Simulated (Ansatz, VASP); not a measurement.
**One calculation of Pd, two programs**

Contents of INCAR:

```
SYSTEM = Pd
PREC = Accurate ; ENCUT = 520
EDIFF = 1E-6 ; ISMEAR = -1
SIGMA = 0.05 ; LREAL = .FALSE.
LASPH = .TRUE. ; NELM = 150
ALGO = Normal ; ISIF = 2
LWAVE = .FALSE. ; LCHARG = .FALSE.
ISPIN = 2 ; MAGMOM = 0.5
LORBIT = 11 ; LMAXMIX = 4
GGA = CA ; NBANDS = 15
```

The input KPOINTS:

```
Automatic mesh
0
G
  11 11 11
  0 0 0
```

File POSCAR:

```
Pd
1.0
    0.0000000000      1.9202771092      1.9202771092
    1.9202771092      0.0000000000      1.9202771092
    1.9202771092      1.9202771092      0.0000000000
Pd
1
Direct
    0.0000000000      0.0000000000      0.0000000000
```

Input for Ansatz:

```yaml
crystal:
  lattice:
    - [0.0, 1.9202771092, 1.9202771092]
    - [1.9202771092, 0.0, 1.9202771092]
    - [1.9202771092, 1.9202771092, 0.0]
  atoms:
    - { symbol: Pd, position: [0.0, 0.0, 0.0], spin: 0.5 }
hamiltonian:
  xc: lda
  pseudopotentials:
    kind: paw
    azcp:
      Pd: "pseudopotentials/Pd.paw.azcp"
basis:
  ecutwfc: 420
  fft_grid_basis: typed
kpoints:
  mp_grid: { grid: [11, 11, 11], shift: [0, 0, 0] }
magnetization:
  spin_polarized: true
scf:
  occupations: { method: fermi_dirac, width: 0.05 }
  lower_state_search: "off"
output:
  stress: true
```

Alike in both runs: task single point; functional LDA; k mesh 11 × 11 × 11; occupations fermi-dirac, width 0.05 eV; collinear spin.

```csv
,VASP,Ansatz
version,VASP 6.6.1,Ansatz 0.2.0
potentials or method,"VASP PAW LDA potentials, release 64 (Pd), cutoff 520 eV","plane waves (420 eV) with PAW, scalar-relativistic"
valence electrons in the cell,10,18
```

|  | VASP | Ansatz | Ansatz less VASP |
| --- | --- | --- | --- |
| pressure (GPa) | 0.6 | 0.3 | -0.29 |
| net moment per atom (μB) | 0.00 | 0.00 | 0.000 |

Ansatz warns that its potentials were made for another functional, while VASP's fit it. LDA's correlation is that of Perdew and Zunger in VASP and of Perdew and Wang (1992) in Ansatz. VASP's potentials hold 10 valence electrons a cell and Ansatz's 18, so a difference there can come from the potentials and not from the codes. Ansatz's warnings: negative dielectric reading, seeded moment not kept.
